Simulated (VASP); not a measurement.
# ZnSe3 (Fm-3m) in VASP: a series of runs, part 2 of 2

VASP 6.6.1. Earlier steps stand in the parts before.

### 3 Single point, PBE

This run uses another cell than the first one, of 31.06 Å³/atom, 1.582 times its volume.

Contents of INCAR:

```
ALGO = Normal
EDIFF = 1E-6
ENCUT = 500
GGA = PE
GGA_COMPAT = False
ISIF = 2
ISMEAR = 0
LASPH = True
LCHARG = True
LELF = True
LREAL = False
LVHAR = True
LWAVE = False
NBANDS = 23
NELM = 120
PREC = Accurate
SIGMA = 0.1
```

Contents of KPOINTS:

```
k-points
0
Gamma
  4 4 4
```

Contents of POSCAR:

```
ZnSe3
1.0
    0.0000000000      3.9602370400      3.9602370400
    3.9602370400      0.0000000000      3.9602370400
    3.9602370400      3.9602370400      0.0000000000
Zn Se
1 3
Direct
    0.5000000000      0.5000000000      0.5000000000
    0.0000000000      0.0000000000      0.0000000000
    0.2500000000      0.2500000000      0.2500000000
    0.7500000000      0.7500000000      0.7500000000
```

Potentials or basis: VASP PAW PBE potentials, release 64 (Zn, Se).

On the command line:

```sh
$ cat potpaw_PBE.64/Zn/POTCAR potpaw_PBE.64/Se/POTCAR > POTCAR
$ mpirun -np 1 vasp_std > vasp.out
```

OUTCAR:

```text
EDIFF = 1E-6
   ENCUT = 500
   GGA = PE
   ISIF = 2
   ISMEAR = 0
   LASPH = True
   LREAL = False
   NELM = 120
   PREC = Accurate

 ion  position               nearest neighbor table
   1  0.500  0.500  0.500-
   2  0.000  0.000  0.000-
   3  0.250  0.250  0.250-
   4  0.750  0.750  0.750-

  LATTYP: Found a face centered cubic cell.
 ALAT       =     7.9204740800

  Lattice vectors:

 A1 = (   0.0000000000,   3.9602370400,   3.9602370400)
 A2 = (   3.9602370400,   0.0000000000,   3.9602370400)
 A3 = (   3.9602370400,   3.9602370400,   0.0000000000)

Analysis of symmetry for initial positions (statically):
=====================================================================
 Subroutine PRICEL returns:
 Original cell was already a primitive cell.

 Routine SETGRP: Setting up the symmetry group for a
 face centered cubic supercell.

 Subroutine GETGRP returns: Found 48 space group operations
 (whereof 48 operations were pure point group operations)
 out of a pool of 48 trial point group operations.

The static configuration has the point symmetry O_h .

Analysis of symmetry for dynamics (positions and initial velocities):
=====================================================================
 Subroutine PRICEL returns:
 Original cell was already a primitive cell.

 Routine SETGRP: Setting up the symmetry group for a
 face centered cubic supercell.

 Subroutine GETGRP returns: Found 48 space group operations
 (whereof 48 operations were pure point group operations)
 out of a pool of 48 trial point group operations.

The dynamic configuration has the point symmetry O_h .

 Subroutine INISYM returns: Found 48 space group operations
 (whereof 48 operations are pure point group operations),
 and found     1 'primitive' translations

----------------------------------------------------------------------------------------

                                     Primitive cell

  volume of cell :     124.2206

  direct lattice vectors                    reciprocal lattice vectors
     0.000000000  3.960237040  3.960237040    -0.126255069  0.126255069  0.126255069
     3.960237040  0.000000000  3.960237040     0.126255069 -0.126255069  0.126255069
     3.960237040  3.960237040  0.000000000     0.126255069  0.126255069 -0.126255069

  length of vectors
     5.600620932  5.600620932  5.600620932     0.218680194  0.218680194  0.218680194

  position of ions in fractional coordinates (direct lattice)
     0.500000000  0.500000000  0.500000000
     0.000000000  0.000000000  0.000000000
     0.250000000  0.250000000  0.250000000
     0.750000000  0.750000000  0.750000000

  ion indices of the primitive-cell ions
   primitive index   ion index
                 1           1
                 2           2
                 3           3
                 4           4

----------------------------------------------------------------------------------------

 KPOINTS: k-points

Automatic generation of k-mesh.
 Grid dimensions read from file:
 generate k-points for:    4    4    4

 Generating k-lattice:

  Cartesian coordinates                     Fractional coordinates (reciprocal lattice)
    -0.031563767  0.031563767  0.031563767     0.250000000  0.000000000  0.000000000
     0.031563767 -0.031563767  0.031563767     0.000000000  0.250000000  0.000000000
     0.031563767  0.031563767 -0.031563767     0.000000000  0.000000000  0.250000000

  Length of vectors
     0.054670048  0.054670048  0.054670048

  Shift w.r.t. Gamma in fractional coordinates (k-lattice)
     0.000000000  0.000000000  0.000000000

 Subroutine IBZKPT returns following result:
 ===========================================

 Found      8 irreducible k-points:

 Following reciprocal coordinates:
            Coordinates               Weight
  0.000000  0.000000  0.000000      1.000000
  0.250000  0.000000  0.000000      8.000000
  0.500000  0.000000  0.000000      4.000000
  0.250000  0.250000  0.000000      6.000000
  0.500000  0.250000  0.000000     24.000000
 -0.250000  0.250000  0.000000     12.000000
  0.500000  0.500000  0.000000      3.000000
 -0.250000  0.500000  0.250000      6.000000
   k-points           NKPTS =      8   k-points in BZ     NKDIM =      8   number of bands    NBANDS=     23
   number of dos      NEDOS =    301   number of ions     NIONS =      4
   total plane-waves  NPLWV =  74088
   dimension x,y,z NGX =    42 NGY =   42 NGZ =   42
   dimension x,y,z NGXF=    84 NGYF=   84 NGZF=   84
   ions per type =               1   3
   NGX,Y,Z   is equivalent  to a cutoff of  12.47, 12.47, 12.47 a.u.
   NGXF,Y,Z  is equivalent  to a cutoff of  24.93, 24.93, 24.93 a.u.
 SYSTEM =  unknown system
   PREC   = accura    normal or accurate (medium, high low for compatibility)
   ISTART =      0    job   : 0-new  1-cont  2-samecut
   ICHARG =      2    charge: 1-file 2-atom 10-const
   ISPIN  =      1    spin polarized calculation?
   LNONCOLLINEAR =      F non collinear calculations
   LSORBIT =      F    spin-orbit coupling
   LASPH  =      T    aspherical Exc in radial PAW
   ENCUT  =  500.0 eV  36.75 Ry    6.06 a.u.  10.21 10.21 10.21*2*pi/ulx,y,z
   NELM   =    120;   NELMIN=  2; NELMDL= -5     # of ELM steps
   EDIFF  = 0.1E-05   stopping-criterion for ELM
   LREAL  =      F    real-space projection
   EDIFFG = 0.1E-04   stopping-criterion for IOM
   NSW    =      0    number of steps for IOM
   IBRION =     -1    ionic relax: 0-MD 1-quasi-New 2-CG
   NFREE  =      0    steps in history (QN), initial steepest desc. (CG)
   ISIF   =      2    stress and relaxation
   ISYM   =      2    0-nonsym 1-usesym 2-fastsym
   POTIM  = 0.5000    time-step for ionic-motion
   TEBEG  =    0.0;   TEEND  =   0.0 temperature during run
   PSTRESS=    0.0 pullay stress
   NELECT =      30.0000    total number of electrons
   NUPDOWN=      -1.0000    fix difference up-down
   EMIN   =  10.00;   EMAX   =-10.00  energy-range for DOS
   EFERMI =   0.00;   METHOD = LEGACY
   ISMEAR =     0;   SIGMA  =   0.10  broadening in eV -4-tet -1-fermi 0-gaus
   EFERMI_NEDOS =   21; number of points for ismear=-14 and -15
   IALGO  =     38    algorithm
   IMIX   =      4    mixing-type and parameters
     AMIX     =   0.40;   BMIX     =  1.00
     AMIX_MAG =   1.60;   BMIX_MAG =  1.00
  volume/ion in A,a.u.               =      31.06       209.57
  Fermi-wavevector in a.u.,A,eV,Ry     =   1.019493  1.926562 14.141421  1.039365
  Thomas-Fermi vector in A             =   2.153009
   LORBIT       =      0    0 simple, 1 ext, 2 COOP (PROOUT), +10 PAW based schemes
   GGA     = PE    functional components
   LHFCALC =     F    Hartree Fock is set to
   AEXX    =    0.0000 exact exchange contribution
   IVDW    =     0    specifies the selected vdW correction
   LEPSILON=     F    determine dielectric tensor
   LRPA    =     F    only Hartree local field effects (RPA)
 non-spin polarized calculation
 Gauss-broadening in eV      SIGMA  =   0.10
  energy-cutoff  :      500.00
  volume of cell :      124.22
 maximum number of plane-waves:      3178
 NGX is ok and might be reduce to    42
   NGX = 21   NGY = 21   NGZ = 21

 number of electron      30.0000010 magnetization

 Free energy of the ion-electron system (eV)
  ---------------------------------------------------
  ext. energy  EPLUGINS =         0.00000000
  ---------------------------------------------------
  free energy    TOTEN  =        -7.82381703 eV

  energy without entropy =       -7.80348255  energy(sigma->0) =       -7.81364979

 E-fermi :   0.5761     XC(G=0):  -8.5705

 val. band max:        0.5340163865   @ k =   0.0000   0.0000   0.0000
 cond. band min:       0.6273769718   @ k =   0.5000   0.5000   0.0000
 fundamental gap:      0.0933605853
 Fermi energy:         0.5761158183

 k-point     1 :       0.0000    0.0000    0.0000
  band No.  band energies     occupation
      1     -12.2568      2.00000
      2     -10.8362      2.00000
      3     -10.5449      2.00000
      4      -5.6277      2.00000
      5      -5.6277      2.00000
      6      -5.6277      2.00000
[... 15 lines left out ...]
     22       6.6279      0.00000
     23       6.6279      0.00000
[... 159 lines left out ...]
      1     -11.4468      2.00000
      2     -11.1820      2.00000
      3     -11.1820      2.00000
      4      -5.6086      2.00000
      5      -5.6010      2.00000
      6      -5.5976      2.00000
[... 15 lines left out ...]
     22       9.0280      0.00000
     23       9.0280      0.00000

------------------------ aborting loop because EDIFF is reached ----------------------------------------

  FORCE on cell =-STRESS in cart. coord.  units (eV):
  Direction    XX          YY          ZZ          XY          YZ          ZX
  --------------------------------------------------------------------------------------
  -------------------------------------------------------------------------------------
  Total       -7.2072746     -7.2072746     -7.2072746      0.0000000      0.0000000     -0.0000000
  in kB      -92.9582873    -92.9582873    -92.9582873      0.0000000      0.0000000     -0.0000000
  external PRESSURE =     -92.9582873 kB  Pullay stress =       0.0000000 kB

 VOLUME and BASIS-vectors are now :
 -----------------------------------------------------------------------------
  energy-cutoff  :      500.00
  volume of cell :      124.22
      direct lattice vectors                 reciprocal lattice vectors
     0.000000000  3.960237040  3.960237040    -0.126255069  0.126255069  0.126255069
     3.960237040  0.000000000  3.960237040     0.126255069 -0.126255069  0.126255069
     3.960237040  3.960237040  0.000000000     0.126255069  0.126255069 -0.126255069

 POSITION                                       TOTAL-FORCE (eV/Angst)
 -----------------------------------------------------------------------------------
      3.96024      3.96024      3.96024        -0.000000      0.000000      0.000000
      0.00000      0.00000      0.00000        -0.000000      0.000000     -0.000000
      1.98012      1.98012      1.98012        -0.000000     -0.000000     -0.000000
      5.94036      5.94036      5.94036         0.000000      0.000000      0.000000
 -----------------------------------------------------------------------------------
    total drift:                               -0.000000     -0.000000      0.000000

  FREE ENERGIE OF THE ION-ELECTRON SYSTEM (eV)
  ---------------------------------------------------
  free  energy   TOTEN  =        -7.8238170308 eV

  energy  without entropy=       -7.8034825507  energy(sigma->0) =       -7.81364979
```

stdout:

```text
POSCAR found type information on POSCAR ZnSe
 POSCAR found :  2 types and       4 ions
 scaLAPACK will be used
 LDA part: xc-table for (Slater+PW92), standard interpolation
 POSCAR, INCAR and KPOINTS ok, starting setup
 FFT: planning ... GRIDC
 FFT: planning ... GRID_SOFT
 FFT: planning ... GRID
 WAVECAR not read
 entering main loop
```

Run time: 54 s. Hardware: 1 thread of Intel Xeon 8259CL, shared host; peak memory 0.25 GiB.

Results:

| Quantity | Value |
| --- | --- |
| Free energy | -7.8238 eV |
| Pressure | -9.3 GPa |
| Band gap on the k mesh | zero (band 15 reaches 0.63 eV, above the bottom of band 16 at 0.53 eV) |

### 4 Relaxation of cell and atoms, PBE

This run uses another cell than the first one, of 31.06 Å³/atom, 1.582 times its volume.

Contents of INCAR:

```
PREC = Accurate ; ENCUT = 500
EDIFF = 1E-7 ; ISMEAR = 0
SIGMA = 0.1 ; LREAL = F
LASPH = T ; NELM = 120
ALGO = Normal ; ISIF = 3
LWAVE = F ; LCHARG = F
GGA = PE ; IBRION = 2
NSW = 90 ; EDIFFG = -0.04
GGA_COMPAT = F ; NELMIN = 4
```

Contents of KPOINTS:

```
Automatic mesh
0
Gamma
  4 4 4
```

POSCAR is that of step 3.

On the command line:

```sh
$ cat potpaw_PBE.64/Zn/POTCAR potpaw_PBE.64/Se/POTCAR > POTCAR
$ mpirun -np 1 vasp_std > vasp.out
```

Wall time 4.7 min (1 thread of Intel Xeon 8259CL, shared host); peak memory 0.27 GiB.

It converged, with:

* Free energy: -9.8725 eV
* Relaxed volume: 19.60 Å³/atom
* Relaxed cell: a = 4.804 Å, b = 4.804 Å, c = 4.804 Å, α = 60.00°, β = 60.00°, γ = 60.00°
* Space group after relaxing (to 0.05 Å): Fm-3m (No. 225)
* Energy gained by relaxing: 512.2 meV/atom
* Ionic steps: 5
* Pressure after relaxing: -0.1 GPa
* Band gap on the k mesh: zero (band 15 reaches 5.03 eV, above the bottom of band 16 at 4.05 eV)

The path:
```
step  energy change (eV)  largest force (eV/Å)  pressure (GPa)  volume (Å³)
   1              0.0000                0.0000           -9.30       124.22
   2             -1.6146                0.0000           -7.07        94.56
   3             -2.0363                0.0000           -1.68        80.62
   4             -2.0459                0.0000            0.87        77.31
   5             -2.0487                0.0000           -0.05        78.40
```

Final structure:
```
CELL_PARAMETERS angstrom
0.00000 3.39701 3.39701
3.39701 0.00000 3.39701
3.39701 3.39701 0.00000
ATOMIC_POSITIONS crystal
Zn 0.50000 0.50000 0.50000
Se 0.00000 0.00000 0.00000
Se 0.25000 0.25000 0.25000
Se 0.75000 0.75000 0.75000
```

Levels at points of the mesh, in eV from the Fermi level:
```tsv
k point	band 10	band 11	band 12	band 13	band 14	band 15	band 16	band 17	band 18	band 19
(0.00, 0.00, 0.00)	-3.47	-3.47	-3.15	-3.15	-3.15	-0.58	-0.58	-0.58	-0.38	4.95
(0.50, 0.00, 0.00)	-4.31	-4.31	-3.08	-3.08	-1.51	0.05	1.00	1.00	2.62	4.62
(0.50, 0.50, 0.00)	-5.99	-5.36	-1.38	-0.21	-0.21	0.40	0.99	0.99	1.63	6.13
```

Caveat: the volume moved by over 15 % at a fixed basis, so the end points are rough.

### 5 Overview

| task | cell | gap on the mesh (eV) | pressure (GPa) |
| --- | --- | --- | --- |
| single point | a = 4.807 Å, angles 60.0°, 4 atoms | none | -0.2 |
| single point | a = 5.601 Å, angles 60.0°, 4 atoms | none | -9.3 |
| relaxation of cell and atoms | relaxed from a = 5.601 Å, angles 60.0°, 4 atoms | none | -0.1 |

Alike in all rows: level PBE; potentials or basis VASP PAW PBE potentials, release 64 (Zn, Se); no spin polarisation; k mesh 4 × 4 × 4; cutoff (eV) 500; smearing gaussian 0.1 eV.

Caveats: some runs use coarse meshes; the volume moved by over 15 % at a fixed basis, so the end points are rough (some runs).

Total energies depend on the potentials used, so only differences within one code and one set of settings carry meaning.
